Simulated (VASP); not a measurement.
# CeO2 (Fm-3m) in VASP: notebook

CeO2 is run at these levels: LDA; tasks: single point.

Everything below comes from runs of VASP 6.6.1. Logs are shortened: lines on timing, memory, paths and dates and some standing lists are left out, and cuts for length are marked.

### 1 The cell of the first run

It takes space group Fm-3m (No. 225, cubic). The conventional cell has a = 5.110 Å, b = 5.110 Å, c = 5.110 Å, α = 90.00°, β = 90.00°, γ = 90.00°. Within 2.9 Å of Ce (site symmetry m-3m) lie 8 O at 2.21 Å. Within 2.9 Å of O (site symmetry -43m) lie 4 Ce at 2.21 Å and 6 O at 2.55 Å.

### 2 Single point, LDA

File INCAR:

```
PREC = Accurate
ENCUT = 600
EDIFF = 1E-6
ISMEAR = 0
SIGMA = 0.01
LREAL = False
LASPH = True
NELM = 200
ALGO = Normal
ISIF = 2
LWAVE = False
LCHARG = True
GGA = CA
LELF = True
LVHAR = True
NBANDS = 19
GGA_COMPAT = False
LMAXMIX = 6
```

File KPOINTS:

```
Automatic mesh
0
Gamma
  8 8 8
```

File POSCAR:

```
CeO2
1.0
    0.0000000000      2.5549340235      2.5549340235
    2.5549340235      0.0000000000      2.5549340235
    2.5549340235      2.5549340235      0.0000000000
Ce O
1 2
Direct
    0.0000000000      0.0000000000      0.0000000000
    0.2500000000      0.2500000000      0.2500000000
    0.7500000000      0.7500000000      0.7500000000
```

Potentials or basis: VASP PAW LDA potentials, release 64 (Ce, O).

Command:

```sh
cat potpaw_LDA.64/Ce/POTCAR potpaw_LDA.64/O/POTCAR > POTCAR
mpirun -np 1 vasp_std > vasp.out
```

OUTCAR:

```text
PREC = Accurate
   ENCUT = 600
   EDIFF = 1E-6
   ISMEAR = 0
   LREAL = False
   LASPH = True
   NELM = 200
   ISIF = 2
   GGA = CA

 ion  position               nearest neighbor table
   1  0.000  0.000  0.000-   2 2.21   3 2.21   3 2.21   3 2.21   3 2.21   2 2.21   2 2.21   2 2.21

   2  0.250  0.250  0.250-   1 2.21   1 2.21   1 2.21   1 2.21
   3  0.750  0.750  0.750-   1 2.21   1 2.21   1 2.21   1 2.21

  LATTYP: Found a face centered cubic cell.
 ALAT       =     5.1098680470

  Lattice vectors:

 A1 = (   0.0000000000,   2.5549340235,   2.5549340235)
 A2 = (   2.5549340235,   0.0000000000,   2.5549340235)
 A3 = (   2.5549340235,   2.5549340235,   0.0000000000)

Analysis of symmetry for initial positions (statically):
=====================================================================
 Subroutine PRICEL returns:
 Original cell was already a primitive cell.

 Routine SETGRP: Setting up the symmetry group for a
 face centered cubic supercell.

 Subroutine GETGRP returns: Found 48 space group operations
 (whereof 48 operations were pure point group operations)
 out of a pool of 48 trial point group operations.

The static configuration has the point symmetry O_h .

Analysis of symmetry for dynamics (positions and initial velocities):
=====================================================================
 Subroutine PRICEL returns:
 Original cell was already a primitive cell.

 Routine SETGRP: Setting up the symmetry group for a
 face centered cubic supercell.

 Subroutine GETGRP returns: Found 48 space group operations
 (whereof 48 operations were pure point group operations)
 out of a pool of 48 trial point group operations.

The dynamic configuration has the point symmetry O_h .

 Subroutine INISYM returns: Found 48 space group operations
 (whereof 48 operations are pure point group operations),
 and found     1 'primitive' translations

----------------------------------------------------------------------------------------

                                     Primitive cell

  volume of cell :      33.3556

  direct lattice vectors                    reciprocal lattice vectors
     0.000000000  2.554934023  2.554934023    -0.195699770  0.195699770  0.195699770
     2.554934023  0.000000000  2.554934023     0.195699770 -0.195699770  0.195699770
     2.554934023  2.554934023  0.000000000     0.195699770  0.195699770 -0.195699770

  length of vectors
[... 83 lines left out ...]
   NELM   =    200;   NELMIN=  2; NELMDL= -5     # of ELM steps
   EDIFF  = 0.1E-05   stopping-criterion for ELM
   LREAL  =      F    real-space projection
   EDIFFG = 0.1E-04   stopping-criterion for IOM
   NSW    =      0    number of steps for IOM
   IBRION =     -1    ionic relax: 0-MD 1-quasi-New 2-CG
   NFREE  =      0    steps in history (QN), initial steepest desc. (CG)
   ISIF   =      2    stress and relaxation
   ISYM   =      2    0-nonsym 1-usesym 2-fastsym
   POTIM  = 0.5000    time-step for ionic-motion
   TEBEG  =    0.0;   TEEND  =   0.0 temperature during run
   PSTRESS=    0.0 pullay stress
   NELECT =      24.0000    total number of electrons
   NUPDOWN=      -1.0000    fix difference up-down
   EMIN   =  10.00;   EMAX   =-10.00  energy-range for DOS
   EFERMI =   0.00;   METHOD = LEGACY
   ISMEAR =     0;   SIGMA  =   0.01  broadening in eV -4-tet -1-fermi 0-gaus
   EFERMI_NEDOS =   21; number of points for ismear=-14 and -15
   IALGO  =     38    algorithm
   IMIX   =      4    mixing-type and parameters
     AMIX     =   0.40;   BMIX     =  1.00
     AMIX_MAG =   1.60;   BMIX_MAG =  1.00
  volume/ion in A,a.u.               =      11.12        75.03
  Fermi-wavevector in a.u.,A,eV,Ry     =   1.466973  2.772178 29.279884  2.152011
  Thomas-Fermi vector in A             =   2.582647
   LORBIT       =      0    0 simple, 1 ext, 2 COOP (PROOUT), +10 PAW based schemes
   GGA     = CA    functional components
   LHFCALC =     F    Hartree Fock is set to
   AEXX    =    0.0000 exact exchange contribution
   IVDW    =     0    specifies the selected vdW correction
   LEPSILON=     F    determine dielectric tensor
   LRPA    =     F    only Hartree local field effects (RPA)
 non-spin polarized calculation
 Gauss-broadening in eV      SIGMA  =   0.01
  energy-cutoff  :      600.00
  volume of cell :       33.36
 maximum number of plane-waves:      1139
 NGX is ok and might be reduce to    30
   NGX = 15   NGY = 15   NGZ = 15

 number of electron      23.9999993 magnetization

 Free energy of the ion-electron system (eV)
  ---------------------------------------------------
  ext. energy  EPLUGINS =         0.00000000
  ---------------------------------------------------
  free energy    TOTEN  =       -28.27200677 eV

  energy without entropy =      -28.27200677  energy(sigma->0) =      -28.27200677

 E-fermi :   7.0903     XC(G=0): -12.7399

 val. band max:        7.0188878077   @ k =  -0.2500   0.2500   0.0000
 cond. band min:       9.3550546219   @ k =   0.5000   0.0000   0.0000
 fundamental gap:      2.3361668142
 Fermi energy:         7.0903323267

 k-point     1 :       0.0000    0.0000    0.0000
  band No.  band energies     occupation
      1     -25.1081      2.00000
      2      -9.3620      2.00000
      3      -8.5740      2.00000
      4      -6.9943      2.00000
      5      -6.9943      2.00000
      6      -6.9943      2.00000
[... 505 lines left out ...]
      6      -4.5666      2.00000
[... 11 lines left out ...]
     18      10.2721      0.00000
     19      10.8041      0.00000

 [... further k-points ...]

------------------------ aborting loop because EDIFF is reached ----------------------------------------

  FORCE on cell =-STRESS in cart. coord.  units (eV):
  Direction    XX          YY          ZZ          XY          YZ          ZX
  --------------------------------------------------------------------------------------
  -------------------------------------------------------------------------------------
  Total        8.3244809      8.3244809      8.3244809      0.0000000      0.0000000      0.0000000
  in kB      399.8514533    399.8514533    399.8514533      0.0000000      0.0000000      0.0000000
  external PRESSURE =     399.8514533 kB  Pullay stress =       0.0000000 kB

 VOLUME and BASIS-vectors are now :
 -----------------------------------------------------------------------------
  energy-cutoff  :      600.00
  volume of cell :       33.36
      direct lattice vectors                 reciprocal lattice vectors
     0.000000000  2.554934023  2.554934023    -0.195699770  0.195699770  0.195699770
     2.554934023  0.000000000  2.554934023     0.195699770 -0.195699770  0.195699770
     2.554934023  2.554934023  0.000000000     0.195699770  0.195699770 -0.195699770

 POSITION                                       TOTAL-FORCE (eV/Angst)
 -----------------------------------------------------------------------------------
      0.00000      0.00000      0.00000         0.000000     -0.000000      0.000000
      1.27747      1.27747      1.27747        -0.000000     -0.000000     -0.000000
      3.83240      3.83240      3.83240         0.000000      0.000000      0.000000
 -----------------------------------------------------------------------------------
    total drift:                                0.000000     -0.000000      0.000000

  FREE ENERGIE OF THE ION-ELECTRON SYSTEM (eV)
  ---------------------------------------------------
  free  energy   TOTEN  =       -28.2720067654 eV

  energy  without entropy=      -28.2720067654  energy(sigma->0) =      -28.27200677
```

OSZICAR:

```text
N       E                     dE             d eps       ncg     rms          rms(c)
DAV:   1     0.237253310708E+03    0.23725E+03   -0.13114E+04  1126   0.184E+03
DAV:   2     0.919610955290E+01   -0.22806E+03   -0.19740E+03  1303   0.313E+02
DAV:   3    -0.322615527085E+02   -0.41458E+02   -0.38654E+02  1321   0.144E+02
[... 17 lines left out ...]
DAV:  21    -0.282721772847E+02    0.19289E-03   -0.44279E-03  1462   0.925E-01    0.987E+00
DAV:  22    -0.282723064251E+02   -0.12914E-03   -0.74708E-04  1447   0.192E-01    0.110E+01
DAV:  23    -0.282719847393E+02    0.32169E-03   -0.77103E-04  1369   0.420E-01    0.475E-01
DAV:  24    -0.282720564535E+02   -0.71714E-04   -0.18482E-04  1430   0.202E-01    0.570E+00
DAV:  25    -0.282720073453E+02    0.49108E-04   -0.36611E-05  1260   0.935E-02    0.293E+00
DAV:  26    -0.282720067654E+02    0.57993E-06   -0.75676E-06  1829   0.133E-02
   1 F= -.28272007E+02 E0= -.28272007E+02  d E =-.898585E-26
```

It took 35 s on 1 thread of Intel Xeon 8259CL, shared host; peak memory 0.18 GiB.

Results:

```yaml
Free_energy: -28.2720 eV
Pressure: 40.0 GPa
Band_gap_on_the_k_mesh: 2.34 eV (least direct gap 2.51 eV)
```

Caveat: the cell stands under pressure; spin-orbit coupling is left out, which moves the levels of the heavy elements. A k mesh can miss the band edges.

### 3 Single point, LDA

This run uses another cell than the first one, of 11.82 Å³/atom.

File INCAR:

```
PREC = Accurate
ENCUT = 600
EDIFF = 1E-6
ISMEAR = 0
SIGMA = 0.01
LREAL = F
LASPH = T
NELM = 200
ALGO = Normal
ISIF = 2
LWAVE = F
LCHARG = F
GGA = CA
NBANDS = 19
GGA_COMPAT = F
LMAXMIX = 6
```

File KPOINTS:

```
regular mesh
0
Gamma
  8 8 8
```

File POSCAR:

```
CeO2
1.0
    0.0000000000      2.6075456515      2.6075456515
    2.6075456515      0.0000000000      2.6075456515
    2.6075456515      2.6075456515      0.0000000000
Ce O
1 2
Direct
    0.0000000000      0.0000000000      0.0000000000
    0.2500000000      0.2500000000      0.2500000000
    0.7500000000      0.7500000000      0.7500000000
```

Potentials or basis: VASP PAW LDA potentials, release 64 (Ce, O).

Command:

```sh
cat potpaw_LDA.64/Ce/POTCAR potpaw_LDA.64/O/POTCAR > POTCAR
mpirun -np 1 vasp_std > vasp.out
```

Wall time 38 s (1 thread of Intel Xeon 8259CL, shared host); peak memory 0.18 GiB.

The run converged. Its results:

```
Free energy            : -28.6703 eV
Pressure               : 20.4 GPa
Band gap on the k mesh : 2.17 eV (least direct gap 2.32 eV)
```

Levels at points of the mesh, in eV from the valence-band top:
```csv
k point,band 10,band 11,band 12,band 13,band 14,band 15
"(0.00, 0.00, 0.00)",-0.89,-0.89,-0.89,2.60,2.60,2.60
"(0.50, 0.00, 0.00)",-1.35,-0.91,-0.91,2.17,2.44,2.44
"(0.50, 0.50, 0.00)",-1.11,-1.11,-0.91,2.21,2.39,2.39
```

Caveat: the cell stands under pressure; spin-orbit coupling is left out, which moves the levels of the heavy elements. A k mesh can miss the band edges.

### 4 Single point, LDA

This run uses another cell than the first one, of 11.44 Å³/atom.

File INCAR:

```
SYSTEM = CeO2
PREC = Accurate
ENCUT = 600
EDIFF = 1E-6
ISMEAR = 0
SIGMA = 0.01
LREAL = .False.
LASPH = .True.
NELM = 200
ALGO = Normal
ISIF = 2
LWAVE = .False.
LCHARG = .False.
GGA = CA
NBANDS = 19
GGA_COMPAT = .False.
LMAXMIX = 6
```

File KPOINTS:

```
regular mesh
0
Gamma
  8 8 8
  0 0 0
```

File POSCAR:

```
CeO2
1.0
    0.0000000000      2.5795888491      2.5795888491
    2.5795888491      0.0000000000      2.5795888491
    2.5795888491      2.5795888491      0.0000000000
Ce O
1 2
Direct
    0.0000000000      0.0000000000      0.0000000000
    0.2500000000      0.2500000000      0.2500000000
    0.7500000000      0.7500000000      0.7500000000
```

Command:

```sh
cat potpaw_LDA.64/Ce/POTCAR potpaw_LDA.64/O/POTCAR > POTCAR
mpirun -np 1 vasp_std > vasp.out
```

Run time: 60 s. Hardware: 1 thread of Intel Xeon 8259CL, shared host; peak memory 0.18 GiB.

It converged, with:

- Free energy: -28.4895 eV
- Pressure: 30.4 GPa
- Band gap on the k mesh: 2.26 eV (least direct gap 2.42 eV)

Levels at points of the mesh, in eV from the valence-band top:
```csv
k point,band 10,band 11,band 12,band 13,band 14,band 15
"(0.00, 0.00, 0.00)",-0.97,-0.97,-0.97,2.73,2.73,2.73
"(0.50, 0.00, 0.00)",-1.36,-0.94,-0.94,2.26,2.55,2.55
"(0.50, 0.50, 0.00)",-1.11,-1.11,-1.01,2.30,2.50,2.50
```

Caveat: the cell stands under pressure; spin-orbit coupling is left out, which moves the levels of the heavy elements.

### 5 Single point, LDA

This run uses another cell than the first one, of 12.27 Å³/atom.

File INCAR:

```
ALGO     = Normal         # electronic algorithm
EDIFF    = 1E-6           # SCF threshold, eV
ENCUT    = 600            # plane-wave cutoff, eV
GGA      = CA             # functional
GGA_COMPAT= False        
ISIF     = 2              # what is computed and relaxed
ISMEAR   = 0              # smearing method
LASPH    = True           # aspherical terms in the spheres
LCHARG   = True           # write CHGCAR
LELF     = True           # ELF
LMAXMIX  = 6              # l up to which the mixer works
LREAL    = False          # projectors in reciprocal space
LVHAR    = True         
LWAVE    = False          # write WAVECAR
NBANDS   = 19             # bands
NELM     = 200            # most SCF steps
PREC     = Accurate       # precision mode
SIGMA    = 0.01           # smearing width, eV
```

File KPOINTS:

```
k-points
0
Gamma
  8 8 8
```

File POSCAR:

```
CeO2
1.0
    0.0000000000      2.6400837616      2.6400837616
    2.6400837616      0.0000000000      2.6400837616
    2.6400837616      2.6400837616      0.0000000000
Ce O
1 2
Direct
    0.0000000000      0.0000000000      0.0000000000
    0.2500000000      0.2500000000      0.2500000000
    0.7500000000      0.7500000000      0.7500000000
```

Potentials or basis: VASP PAW LDA potentials, release 64 (Ce, O).

Command:

```sh
cat potpaw_LDA.64/Ce/POTCAR potpaw_LDA.64/O/POTCAR > POTCAR
mpirun -np 1 vasp_std > vasp.out
```

OUTCAR:

```text
EDIFF = 1E-6
   ENCUT = 600
   GGA = CA
   ISIF = 2
   ISMEAR = 0
   LASPH = True
   LREAL = False
   NELM = 200
   PREC = Accurate

 ion  position               nearest neighbor table
   1  0.000  0.000  0.000-   3 2.29   2 2.29   3 2.29   2 2.29   3 2.29   3 2.29   2 2.29   2 2.29

   2  0.250  0.250  0.250-   1 2.29   1 2.29   1 2.29   1 2.29
   3  0.750  0.750  0.750-   1 2.29   1 2.29   1 2.29   1 2.29

[... 723 lines left out ...]
------------------------ aborting loop because EDIFF is reached ----------------------------------------

  FORCE on cell =-STRESS in cart. coord.  units (eV):
  Direction    XX          YY          ZZ          XY          YZ          ZX
  --------------------------------------------------------------------------------------
  -------------------------------------------------------------------------------------
  Total        2.3819823      2.3819823      2.3819823     -0.0000000     -0.0000000      0.0000000
  in kB      103.6969559    103.6969559    103.6969559     -0.0000000     -0.0000000      0.0000000
  external PRESSURE =     103.6969559 kB  Pullay stress =       0.0000000 kB

 VOLUME and BASIS-vectors are now :
 -----------------------------------------------------------------------------
  energy-cutoff  :      600.00
  volume of cell :       36.80
      direct lattice vectors                 reciprocal lattice vectors
     0.000000000  2.640083762  2.640083762    -0.189387931  0.189387931  0.189387931
     2.640083762  0.000000000  2.640083762     0.189387931 -0.189387931  0.189387931
     2.640083762  2.640083762  0.000000000     0.189387931  0.189387931 -0.189387931

 POSITION                                       TOTAL-FORCE (eV/Angst)
 -----------------------------------------------------------------------------------
      0.00000      0.00000      0.00000         0.000000     -0.000000     -0.000000
      1.32004      1.32004      1.32004        -0.000000     -0.000000     -0.000000
      3.96013      3.96013      3.96013         0.000000      0.000000      0.000000
 -----------------------------------------------------------------------------------
    total drift:                                0.000000     -0.000000      0.000000

  FREE ENERGIE OF THE ION-ELECTRON SYSTEM (eV)
  ---------------------------------------------------
  free  energy   TOTEN  =       -28.8015603106 eV

  energy  without entropy=      -28.8015603106  energy(sigma->0) =      -28.80156031
```

stdout:

```text
POSCAR found type information on POSCAR CeO
 POSCAR found :  2 types and       3 ions
 scaLAPACK will be used
 LDA part: xc-table for (Slater(with rela. corr.)+CA(PZ))
 , standard interpolation
 POSCAR, INCAR and KPOINTS ok, starting setup
 FFT: planning ... GRIDC
 FFT: planning ... GRID_SOFT
 FFT: planning ... GRID
 WAVECAR not read
 entering main loop
```

It took 53 s on 1 thread of Intel Xeon 8259CL, shared host; peak memory 0.18 GiB.

Results:

* Free energy: -28.8016 eV
* Pressure: 10.4 GPa
* Band gap on the k mesh: 2.07 eV (least direct gap 2.21 eV)

Caveat: the cell stands under pressure; spin-orbit coupling is left out, which moves the levels of the heavy elements. A k mesh can miss the band edges.

### 6 Summary

| cell | gap on the mesh (eV) | pressure (GPa) |
| --- | --- | --- |
| a = 3.613 Å, angles 60.0°, 3 atoms | 2.34 | 40.0 |
| a = 3.688 Å, angles 60.0°, 3 atoms | 2.17 | 20.4 |
| a = 3.648 Å, angles 60.0°, 3 atoms | 2.26 | 30.4 |
| a = 3.734 Å, angles 60.0°, 3 atoms | 2.07 | 10.4 |

Alike in all rows: task single point; level LDA; potentials or basis VASP PAW LDA potentials, release 64 (Ce, O); no spin polarisation; k mesh 8 × 8 × 8; cutoff (eV) 600; smearing gaussian 0.01 eV.

Caveats: the cell stands under pressure; spin-orbit coupling is left out, which moves the levels of the heavy elements.

Total energies depend on the potentials used, so only differences within one code and one set of settings carry meaning.
